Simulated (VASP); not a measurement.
# Te2Mo (P2_1/m) in VASP: single point with r2SCAN

Aim: the single point of Te2Mo with r2SCAN.

All numbers are computed with VASP 6.6.1; they aren't measurements. Logs are shortened: lines on timing, memory, paths and dates and some standing lists are left out, and cuts for length are marked.

## Step 1: The cell of the first run

The structure is monoclinic, space group P2_1/m (No. 11). The conventional cell has a = 6.330 Å, b = 3.469 Å, c = 13.860 Å, α = 90.00°, β = 93.92°, γ = 90.00°. Te (site symmetry m) has 3 Mo at 2.79 to 2.81 Å and 8 Te at 3.47 to 3.70 Å within 3.7 Å. Within 3.7 Å of Te (site symmetry m) lie 3 Mo at 2.70 Å and 6 Te at 3.47 to 3.67 Å. Within 3.7 Å of Te (site symmetry m) lie 3 Mo at 2.79 to 2.82 Å and 8 Te at 3.47 to 3.67 Å. Te (site symmetry m) has 3 Mo at 2.70 to 2.71 Å and 6 Te at 3.47 to 3.70 Å within 3.7 Å. Within 3.6 Å of Mo (site symmetry m) lie 6 Te at 2.70 to 2.82 Å and 4 Mo at 2.89 to 3.47 Å. Within 3.6 Å of Mo (site symmetry m) lie 6 Te at 2.70 to 2.81 Å and 4 Mo at 2.90 to 3.47 Å.

## Step 2: Single point, r2SCAN

Contents of POSCAR:

```
Te2Mo
1.0
    6.3300000000      0.0000000000      0.0000000000
    0.0000000000      3.4690000000      0.0000000000
   -0.9467947088      0.0000000000     13.8276237937
Te Mo
8 4
Direct
    0.9437000000      0.7500000000      0.6045000000
    0.0563000000      0.2500000000      0.3955000000
    0.9030000000      0.2500000000      0.8514000000
    0.0970000000      0.7500000000      0.1486000000
    0.4112000000      0.7500000000      0.8955000000
    0.5888000000      0.2500000000      0.1045000000
    0.4432000000      0.2500000000      0.6484000000
    0.5568000000      0.7500000000      0.3516000000
    0.8167000000      0.7500000000      0.9926000000
    0.1833000000      0.2500000000      0.0074000000
    0.6819000000      0.2500000000      0.4934000000
    0.3181000000      0.7500000000      0.5066000000
```

Contents of INCAR.step1:

```
SYSTEM = Te2Mo
PREC = Accurate ; ENCUT = 520
ISMEAR = -1 ; SIGMA = 0.05
LREAL = .FALSE. ; LASPH = .TRUE.
NELM = 80 ; NBANDS = 64
GGA = PE ; ALGO = Normal
EDIFF = 1E-4 ; LWAVE = .TRUE.
LCHARG = .FALSE.
```

Contents of INCAR.step2:

```
SYSTEM = Te2Mo
PREC = Accurate ; ENCUT = 520
EDIFF = 1E-6 ; ISMEAR = -1
SIGMA = 0.05 ; LREAL = .FALSE.
LASPH = .TRUE. ; NELM = 80
ALGO = Normal ; ISIF = 2
LWAVE = .FALSE. ; LCHARG = .TRUE.
METAGGA = R2SCAN ; LMIXTAU = .TRUE.
LELF = .TRUE. ; LVHAR = .TRUE.
NBANDS = 64 ; ISTART = 1
```

Contents of KPOINTS:

```
regular mesh
0
G
  4 8 2
  0 0 0
```

Potentials or basis: VASP PAW PBE potentials, release 64 (Te, Mo_sv).

Started as:

```console
> cat potpaw_PBE.64/Te/POTCAR potpaw_PBE.64/Mo_sv/POTCAR > POTCAR
> cp INCAR.step1 INCAR
> mpirun -np 1 vasp_std > vasp.out
> cp INCAR.step2 INCAR
> mpirun -np 1 vasp_std > vasp.out
```

OUTCAR:

```text
SYSTEM = Te2Mo
   PREC = Accurate
   ENCUT = 520
   EDIFF = 1E-6
   ISMEAR = -1
   LREAL = .FALSE.
   LASPH = .TRUE.
   NELM = 80
   ISIF = 2
   METAGGA = R2SCAN
   ISTART = 1

 ion  position               nearest neighbor table
   1  0.944  0.750  0.605-  11 2.79  11 2.79  12 2.81   2 3.49   2 3.49   7 3.62   7 3.62
   2  0.056  0.250  0.395-  12 2.79  12 2.79  11 2.81   1 3.49   1 3.49   8 3.62   8 3.62
   3  0.903  0.250  0.851-   9 2.70   9 2.70  10 2.70   5 3.65   5 3.65   5 3.67   5 3.67
   4  0.097  0.750  0.149-  10 2.70  10 2.70   9 2.70   6 3.65   6 3.65   6 3.67   6 3.67
   5  0.411  0.750  0.895-  10 2.79  10 2.79   9 2.82   6 3.50   6 3.50   3 3.65   3 3.65   3 3.67
                             3 3.67
   6  0.589  0.250  0.105-   9 2.79   9 2.79  10 2.82   5 3.50   5 3.50   4 3.65   4 3.65   4 3.67
                             4 3.67
   7  0.443  0.250  0.648-  12 2.70  12 2.70  11 2.71   1 3.62   1 3.62
   8  0.557  0.750  0.352-  11 2.70  11 2.70  12 2.71   2 3.62   2 3.62
   9  0.817  0.750  0.993-   3 2.70   3 2.70   4 2.70   6 2.79   6 2.79   5 2.82  10 2.89  10 2.89

  10  0.183  0.250  0.007-   4 2.70   4 2.70   3 2.70   5 2.79   5 2.79   6 2.82   9 2.89   9 2.89

  11  0.682  0.250  0.493-   8 2.70   8 2.70   7 2.71   1 2.79   1 2.79   2 2.81  12 2.90  12 2.90

  12  0.318  0.750  0.507-   7 2.70   7 2.70   8 2.71   2 2.79   2 2.79   1 2.81  11 2.90  11 2.90

  LATTYP: Found a simple monoclinic cell.
 ALAT       =     6.3300000000
 B/A-ratio  =     0.5480252765
 C/A-ratio  =     2.1895734597
 COS(beta)  =    -0.0683113066

  Lattice vectors:

 A1 = (   6.3300000000,   0.0000000000,   0.0000000000)
 A2 = (   0.0000000000,   3.4690000000,   0.0000000000)
 A3 = (  -0.9467947088,   0.0000000000,  13.8276237937)

Analysis of symmetry for initial positions (statically):
=====================================================================
 Subroutine PRICEL returns:
 Original cell was already a primitive cell.

 Routine SETGRP: Setting up the symmetry group for a
 simple monoclinic supercell.

 Subroutine GETGRP returns: Found  4 space group operations
 (whereof  2 operations were pure point group operations)
 out of a pool of  4 trial point group operations.

The static configuration has the point symmetry S_2 .
 The point group associated with its full space group is C_2h.

Analysis of symmetry for dynamics (positions and initial velocities):
=====================================================================
 Subroutine PRICEL returns:
 Original cell was already a primitive cell.

 Routine SETGRP: Setting up the symmetry group for a
 simple monoclinic supercell.

 Subroutine GETGRP returns: Found  4 space group operations
 (whereof  2 operations were pure point group operations)
 out of a pool of  4 trial point group operations.

The dynamic configuration has the point symmetry S_2 .
 The point group associated with its full space group is C_2h.

 Subroutine INISYM returns: Found  4 space group operations
 (whereof  2 operations are pure point group operations),
 and found     1 'primitive' translations

----------------------------------------------------------------------------------------

                                     Primitive cell

  volume of cell :     303.6376

  direct lattice vectors                    reciprocal lattice vectors
     6.330000000  0.000000000  0.000000000     0.157977883  0.000000000  0.010816943
     0.000000000  3.469000000  0.000000000     0.000000000  0.288267512  0.000000000
    -0.946794709  0.000000000 13.827623794     0.000000000  0.000000000  0.072319005

  length of vectors
     6.330000000  3.469000000 13.860000000     0.158347775  0.288267512  0.072319005

  position of ions in fractional coordinates (direct lattice)
     0.943700000  0.750000000  0.604500000
     0.056300000  0.250000000  0.395500000
     0.903000000  0.250000000  0.851400000
     0.097000000  0.750000000  0.148600000
     0.411200000  0.750000000  0.895500000
     0.588800000  0.250000000  0.104500000
     0.443200000  0.250000000  0.648400000
     0.556800000  0.750000000  0.351600000
     0.816700000  0.750000000  0.992600000
     0.183300000  0.250000000  0.007400000
     0.681900000  0.250000000  0.493400000
     0.318100000  0.750000000  0.506600000

  ion indices of the primitive-cell ions
   primitive index   ion index
                 1           1
                 2           2
                 3           3
                 4           4
                 5           5
                 6           6
                 7           7
                 8           8
                 9           9
                10          10
                11          11
                12          12

----------------------------------------------------------------------------------------

 KPOINTS: regular mesh

Automatic generation of k-mesh.
 Grid dimensions read from file:
 generate k-points for:    4    8    2

 Generating k-lattice:

  Cartesian coordinates                     Fractional coordinates (reciprocal lattice)
     0.039494471  0.000000000  0.002704236     0.250000000  0.000000000  0.000000000
     0.000000000  0.036033439  0.000000000     0.000000000  0.125000000  0.000000000
     0.000000000  0.000000000  0.036159503     0.000000000  0.000000000  0.500000000

  Length of vectors
     0.039586944  0.036033439  0.036159503

  Shift w.r.t. Gamma in fractional coordinates (k-lattice)
     0.000000000  0.000000000  0.000000000

 Subroutine IBZKPT returns following result:
 ===========================================

 Found     30 irreducible k-points:

 Following reciprocal coordinates:
            Coordinates               Weight
  0.000000  0.000000  0.000000      1.000000
  0.250000  0.000000  0.000000      2.000000
  0.500000  0.000000  0.000000      1.000000
  0.000000  0.125000  0.000000      2.000000
  0.250000  0.125000  0.000000      4.000000
  0.500000  0.125000  0.000000      2.000000
[... 16 lines left out ...]
  0.250000  0.250000  0.500000      4.000000
  0.500000  0.250000  0.500000      2.000000
 [... further k-points ...]
   k-points           NKPTS =     30   k-points in BZ     NKDIM =     30   number of bands    NBANDS=     64
   number of dos      NEDOS =    301   number of ions     NIONS =     12
   total plane-waves  NPLWV = 145152
   dimension x,y,z NGX =    48 NGY =   28 NGZ =  108
   dimension x,y,z NGXF=    96 NGYF=   56 NGZF=  216
   ions per type =               8   4
   NGX,Y,Z   is equivalent  to a cutoff of  12.61, 13.42, 12.95 a.u.
   NGXF,Y,Z  is equivalent  to a cutoff of  25.21, 26.84, 25.91 a.u.
 SYSTEM =  Te2Mo
   PREC   = accura    normal or accurate (medium, high low for compatibility)
   ISTART =      1    job   : 0-new  1-cont  2-samecut
   ICHARG =      0    charge: 1-file 2-atom 10-const
   ISPIN  =      1    spin polarized calculation?
   LNONCOLLINEAR =      F non collinear calculations
   LSORBIT =      F    spin-orbit coupling
   LASPH  =      T    aspherical Exc in radial PAW
   ENCUT  =  520.0 eV  38.22 Ry    6.18 a.u.  11.77  6.45 25.77*2*pi/ulx,y,z
   NELM   =     80;   NELMIN=  2; NELMDL=  0     # of ELM steps
   EDIFF  = 0.1E-05   stopping-criterion for ELM
   LREAL  =      F    real-space projection
   EDIFFG = 0.1E-04   stopping-criterion for IOM
   NSW    =      0    number of steps for IOM
   IBRION =     -1    ionic relax: 0-MD 1-quasi-New 2-CG
   NFREE  =      0    steps in history (QN), initial steepest desc. (CG)
   ISIF   =      2    stress and relaxation
   ISYM   =      2    0-nonsym 1-usesym 2-fastsym
   POTIM  = 0.5000    time-step for ionic-motion
   TEBEG  =    0.0;   TEEND  =   0.0 temperature during run
   PSTRESS=    0.0 pullay stress
   NELECT =     104.0000    total number of electrons
   NUPDOWN=      -1.0000    fix difference up-down
   EMIN   =  10.00;   EMAX   =-10.00  energy-range for DOS
   EFERMI =   0.00;   METHOD = LEGACY
   ISMEAR =    -1;   SIGMA  =   0.05  broadening in eV -4-tet -1-fermi 0-gaus
   EFERMI_NEDOS =   21; number of points for ismear=-14 and -15
   IALGO  =     38    algorithm
   IMIX   =      4    mixing-type and parameters
     AMIX     =   0.40;   BMIX     =  1.00
     AMIX_MAG =   1.60;   BMIX_MAG =  1.00
  volume/ion in A,a.u.               =      25.30       170.75
  Fermi-wavevector in a.u.,A,eV,Ry     =   1.145427  2.164543 17.850885  1.312003
  Thomas-Fermi vector in A             =   2.282115
   LORBIT       =      0    0 simple, 1 ext, 2 COOP (PROOUT), +10 PAW based schemes
   METAGGA = R2SCAN    functional components
   LHFCALC =     F    Hartree Fock is set to
   AEXX    =    0.0000 exact exchange contribution
   IVDW    =     0    specifies the selected vdW correction
   LEPSILON=     F    determine dielectric tensor
   LRPA    =     F    only Hartree local field effects (RPA)
 non-spin polarized calculation
  energy-cutoff  :      520.00
  volume of cell :      303.64
 maximum number of plane-waves:      8239
 NGX is ok and might be reduce to    48
   NGX = 23   NGY = 13   NGZ = 51

 number of electron     103.9999999 magnetization

 Free energy of the ion-electron system (eV)
  ---------------------------------------------------
  ext. energy  EPLUGINS =         0.00000000
  ---------------------------------------------------
  free energy    TOTEN  =      -311.02125108 eV

  energy without entropy =     -310.99101231  energy(sigma->0) =     -311.00613170

 E-fermi :   8.1470     XC(G=0): -10.9397

 val. band max:        8.1457009541   @ k =   0.5000   0.0000   0.0000
 cond. band min:       8.1505278811   @ k =   0.0000   0.1250   0.0000
 fundamental gap:      0.0048269270
 Fermi energy:         8.1469950654

 k-point     1 :       0.0000    0.0000    0.0000
  band No.  band energies     occupation
      1     -54.9245      2.00000
      2     -54.8933      2.00000
      3     -54.8605      2.00000
      4     -54.8278      2.00000
      5     -28.4736      2.00000
      6     -28.4446      2.00000
[... 56 lines left out ...]
     63      11.2665      0.00000
     64      11.3267      0.00000

 k-point     2 :       0.2500    0.0000    0.0000
  band No.  band energies     occupation
      1     -54.9243      2.00000
      2     -54.8932      2.00000
      3     -54.8607      2.00000
      4     -54.8280      2.00000
      5     -28.4687      2.00000
      6     -28.4398      2.00000
[... 56 lines left out ...]
     63      11.2546      0.00000
     64      11.5101      0.00000

 k-point     3 :       0.5000    0.0000    0.0000
  band No.  band energies     occupation
      1     -54.9242      2.00000
      2     -54.8930      2.00000
      3     -54.8609      2.00000
      4     -54.8282      2.00000
      5     -28.4636      2.00000
      6     -28.4349      2.00000
[... 1396 lines left out ...]
     63      10.7756      0.00000
     64      10.8533      0.00000

 k-point    24 :       0.5000    0.2500    0.5000
  band No.  band energies     occupation
      1     -54.9116      2.00000
      2     -54.8802      2.00000
      3     -54.8668      2.00000
      4     -54.8343      2.00000
      5     -28.4769      2.00000
      6     -28.4606      2.00000
[... 56 lines left out ...]
     63      10.5764      0.00000
     64      10.7110      0.00000

 [... further k-points ...]
[... 5 lines left out ...]
  --------------------------------------------------------------------------------------
  -------------------------------------------------------------------------------------
  Total        4.0943662      4.7747475      3.0951381      0.0000000      0.0000000      0.1332762
  in kB       21.6043748     25.1944817     16.3318373      0.0000000      0.0000000      0.7032464
  external PRESSURE =      21.0435646 kB  Pullay stress =       0.0000000 kB

 VOLUME and BASIS-vectors are now :
 -----------------------------------------------------------------------------
  energy-cutoff  :      520.00
  volume of cell :      303.64
      direct lattice vectors                 reciprocal lattice vectors
     6.330000000  0.000000000  0.000000000     0.157977883  0.000000000  0.010816943
     0.000000000  3.469000000  0.000000000     0.000000000  0.288267512  0.000000000
    -0.946794709  0.000000000 13.827623794     0.000000000  0.000000000  0.072319005

 POSITION                                       TOTAL-FORCE (eV/Angst)
 -----------------------------------------------------------------------------------
      5.40128      2.60175      8.35880         0.043669      0.000000      0.010728
     -0.01808      0.86725      5.46883        -0.043669      0.000000     -0.010728
      4.90989      0.86725     11.77284        -0.017568      0.000000      0.097042
      0.47332      2.60175      2.05478         0.017568      0.000000     -0.097042
      1.75504      2.60175     12.38264         0.003515     -0.000000      0.029130
      3.62816      0.86725      1.44499        -0.003515      0.000000     -0.029130
      2.19155      0.86725      8.96583        -0.032277      0.000000     -0.132414
      3.19165      2.60175      4.86179         0.032277     -0.000000      0.132414
      4.22992      2.60175     13.72530         0.199256      0.000000      0.008316
      1.15328      0.86725      0.10232        -0.199256      0.000000     -0.008316
      3.84928      0.86725      6.82255        -0.292046      0.000000     -0.004185
      1.53393      2.60175      7.00507         0.292046      0.000000      0.004185
 -----------------------------------------------------------------------------------
    total drift:                               -0.000000      0.000000     -0.000000

  FREE ENERGIE OF THE ION-ELECTRON SYSTEM (eV)
  ---------------------------------------------------
  free  energy   TOTEN  =      -311.0212510840 eV

  energy  without entropy=     -310.9910123082  energy(sigma->0) =     -311.00613170
```

It took 61 min on 1 thread of AMD EPYC 9755, shared host; peak memory 0.64 GiB.

Results:

```yaml
Free_energy: -311.0213 eV
Pressure: 2.1 GPa
Largest_force: 0.292 eV/Å
Band_gap_on_the_k_mesh: zero (bands 52 and 53 overlap by 0.09 eV)
```

Forces on the atoms (eV/Å):
```
Te   0.044  0.000  0.011
Te  -0.044  0.000 -0.011
Te  -0.018  0.000  0.097
Te   0.018  0.000 -0.097
Te   0.004  0.000  0.029
Te  -0.004  0.000 -0.029
Te  -0.032  0.000 -0.132
Te   0.032  0.000  0.132
Mo   0.199  0.000  0.008
Mo  -0.199  0.000 -0.008
Mo  -0.292  0.000 -0.004
Mo   0.292  0.000  0.004
```

Caveat: the PAW data sets were made with another functional, which shifts forces and pressure a little; spin-orbit coupling is left out, which moves the levels of the heavy elements.
